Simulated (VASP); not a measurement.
Here is a VASP 6.6.1 calculation.

File INCAR:

```
SYSTEM = Pt
PREC = Accurate ; ENCUT = 520
EDIFF = 1E-6 ; ISMEAR = -1
SIGMA = 0.1 ; LREAL = .False.
LASPH = .True. ; NELM = 100
ALGO = Normal ; ISIF = 2
LWAVE = .False. ; LCHARG = .False.
NBANDS = 11
```

File KPOINTS:

```
Automatic mesh
0
Gamma
  14 14 14
  0 0 0
```

POSCAR

```
Pt
1.0
    0.0000000000      1.9474302061      1.9474302061
    1.9474302061      0.0000000000      1.9474302061
    1.9474302061      1.9474302061      0.0000000000
Pt
1
Direct
    0.0000000000      0.0000000000      0.0000000000
```

Potentials or basis: VASP PAW LDA potentials, release 64 (Pt).

Launch:

```sh
$ cat potpaw_LDA.64/Pt/POTCAR > POTCAR
$ mpirun -np 1 vasp_std > vasp.out
```

Q: Estimate the pressure.

A: 0.8 GPa.

Q: Predict the band gap on the k mesh.

A: Zero (band 5 reaches 12.07 eV, above the bottom of band 6 at 9.75 eV).

Caveat: spin-orbit coupling is left out, which moves the levels of the heavy elements.
